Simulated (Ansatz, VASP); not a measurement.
One calculation of LiH, two programs

File INCAR:

```
SYSTEM = LiH
PREC     = Accurate       ! precision mode
ENCUT    = 600            ! plane-wave cutoff, eV
EDIFF    = 1E-6           ! SCF threshold, eV
ISMEAR   = 0              ! smearing method
SIGMA    = 0.02           ! smearing width, eV
LREAL    = .False.        ! projectors in reciprocal space
LASPH    = .True.         ! aspherical terms in the spheres
NELM     = 80             ! most SCF steps
ALGO     = Normal         ! electronic algorithm
ISIF     = 3              ! what is computed and relaxed
LWAVE    = .False.        ! write WAVECAR
LCHARG   = .False.        ! write CHGCAR
GGA      = PS             ! functional
IBRION   = 2              ! ionic algorithm
NSW      = 100            ! ionic steps
EDIFFG   = -0.005         ! ionic threshold
```

Contents of KPOINTS:

```
regular mesh
0
Gamma
  10 10 10
  0 0 0
```

File POSCAR:

```
LiH
1.0
    0.0000000000      2.0325000000      2.0325000000
    2.0325000000      0.0000000000      2.0325000000
    2.0325000000      2.0325000000      0.0000000000
Li H
1 1
Direct
    0.0000000000      0.0000000000      0.0000000000
    0.5000000000      0.5000000000      0.5000000000
```

Input for Ansatz:

```yaml
crystal:
  lattice:
    - [0.0, 2.0325, 2.0325]
    - [2.0325, 0.0, 2.0325]
    - [2.0325, 2.0325, 0.0]
  atoms:
    - { symbol: Li, position: [0.0, 0.0, 0.0] }
    - { symbol: H, position: [0.5, 0.5, 0.5] }
basis:
  ecutwfc: 420
kpoints:
  mp_grid: { grid: [10, 10, 10] }
hamiltonian:
  xc: pbesol
scf:
  occupations: { method: gaussian, width: 0.02 }
output:
  forces: true
  stress: true
  eigenvalues: true
  write_density: true
  write_potential: true
  elf: true
  volumetric_format: npy
relax:
  adjacent_minimum: "off"
  f_tol: 0.005
  max_steps: 80
  cell: { stress_tol: 0.05 }
```

Alike in both runs: task relaxation of cell and atoms; functional PBEsol; k mesh 10 × 10 × 10; occupations gaussian, width 0.02 eV; no spin polarisation.

|  | VASP | Ansatz |
| --- | --- | --- |
| version | VASP 6.6.1 | Ansatz 0.2.0 |
| potentials or method | VASP PAW PBE potentials, release 64 (Li_sv, H), cutoff 600 eV | scalar-relativistic, plane waves, PAW |
| valence electrons in the cell | 4 | 4 |

Ansatz gave:

```
gap on the k mesh at the Fermi level, each at its own relaxed structure (eV) : 2.73
relaxed volume (Å³/atom)                                                     : 7.88
relaxed cell length with the largest relative difference (Å)                 : 2.814
```

Q: What did VASP give for the same quantities?

A: gap on the k mesh at the Fermi level, each at its own relaxed structure (eV): 2.72; relaxed volume (Å³/atom): 7.84; relaxed cell length with the largest relative difference (Å): 2.810.

VASP's potentials were made for PBE, not for PBEsol.

Noted on VASP's run: the cutoff is short for stress, so the pressure is rough.
